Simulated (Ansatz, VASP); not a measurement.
**Two plane-wave programs on Ag**

```
Ag
1.0
     2.86746    0.00000    0.00000
    -1.43373    2.48330    0.00000
     0.37460    0.00000    9.36508
Ag
4
Direct
  0.00000 0.00000 0.00000
  0.00000 0.00000 0.50000
  0.33175 0.66351 0.25000
  0.66825 0.33649 0.75000
```

Change from the starting cell: shear of c along a, cell held, atoms relaxed: +4.0 %.

Alike in both runs: functional PBEsol; k mesh 24 × 24 × 6; occupations gaussian, width 0.1 eV; no spin polarisation.

Ansatz relaxed the structure, and its values are those at the end. VASP's run is a single point on that final structure, the one shown.

```csv
,VASP,Ansatz
version,VASP 6.6.1,Ansatz 0.2.0
potentials or method,"VASP PAW PBE potentials, release 64 (Ag), cutoff 520 eV","scalar-relativistic, plane waves, PAW"
valence electrons in the cell,44,76
```

```csv
,VASP,Ansatz,Ansatz less VASP
gap on the k mesh at the Fermi level (eV),none,none,-
pressure (GPa),-0.2,0.0,+0.24
```

VASP's potentials were made for PBE, not for PBEsol. A gap of «none» marks a metal or a gap that the smearing closes. VASP's potentials hold 44 valence electrons a cell and Ansatz's 76, so a difference there can come from the potentials and not from the codes. Ansatz's warnings: stress scf threshold loose.
